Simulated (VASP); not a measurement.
Set up this calculation in VASP 6.6.1, as the native input.

```yaml
Task: relaxation of shape and atoms at fixed volume
Functional: r2SCAN
Potentials_or_basis: VASP PAW PBE potentials, release 64 (Ca_sv)
Cutoff: 600 eV
k_mesh: 14 × 14 × 14
Occupations: gaussian, width 0.1 eV
Spin: no spin polarisation
Dipole_correction: no
Further_INCAR_settings: ALGO = Normal; EDIFF = 1e-06; IBRION = 2; EDIFFG = -0.01; NSW = 50; ISIF = 4
```

Crystal: Ca.

```xyz
1
Lattice="-2.1704 2.1704 2.1608 2.1704 -2.1704 2.1608 2.1704 2.1704 -2.1608" Properties=species:S:1:pos:R:3 pbc="T T T"
Ca    0.0000    0.0000    2.1608
```

This cell differs from its parent crystal: volume scaled by 0.94.

One way to write it, as run:

POSCAR

```
Ca
1.0
   -2.1703988386      2.1703988386      2.1607648601
    2.1703988386     -2.1703988386      2.1607648601
    2.1703988386      2.1703988386     -2.1607648601
Ca
1
Direct
    0.5000000000      0.5000000000      0.0000000000
```

INCAR.step1

```
SYSTEM = Ca
PREC = Accurate
ENCUT = 600
ISMEAR = 0
SIGMA = 0.1
LREAL = .False.
LASPH = .True.
NELM = 100
GGA = PE
ALGO = Normal
EDIFF = 1E-4
LWAVE = .True.
LCHARG = .False.
```

INCAR.step2

```
SYSTEM = Ca
PREC = Accurate
ENCUT = 600
EDIFF = 1E-6
ISMEAR = 0
SIGMA = 0.1
LREAL = .False.
LASPH = .True.
NELM = 100
ALGO = Normal
ISIF = 4
LWAVE = .False.
LCHARG = .False.
METAGGA = R2SCAN
LMIXTAU = .True.
IBRION = 2
NSW = 50
EDIFFG = -0.01
ISTART = 1
```

KPOINTS

```
regular mesh
0
Gamma
  14 14 14
  0 0 0
```

Potentials or basis: VASP PAW PBE potentials, release 64 (Ca_sv).

Command:

```sh
$ cat potpaw_PBE.64/Ca_sv/POTCAR > POTCAR
$ cp INCAR.step1 INCAR
$ mpirun -np 1 vasp_std > vasp.out
$ cp INCAR.step2 INCAR
$ mpirun -np 1 vasp_std > vasp.out
```

It gave:

```yaml
Pressure_after_relaxing: 1.3 GPa
Band_gap_on_the_k_mesh: zero (band 5 reaches 2.46 eV, above the bottom of band 6 at 2.08 eV)
```

Caveat: the relaxation stopped at its first step, so nothing moved; the PAW data sets were made with another functional, which shifts forces and pressure a little.

Wall time 5 min on 1 thread of AMD EPYC 7R13 Processor (Zen 3), on a shared host, peak memory 0.23 GiB.
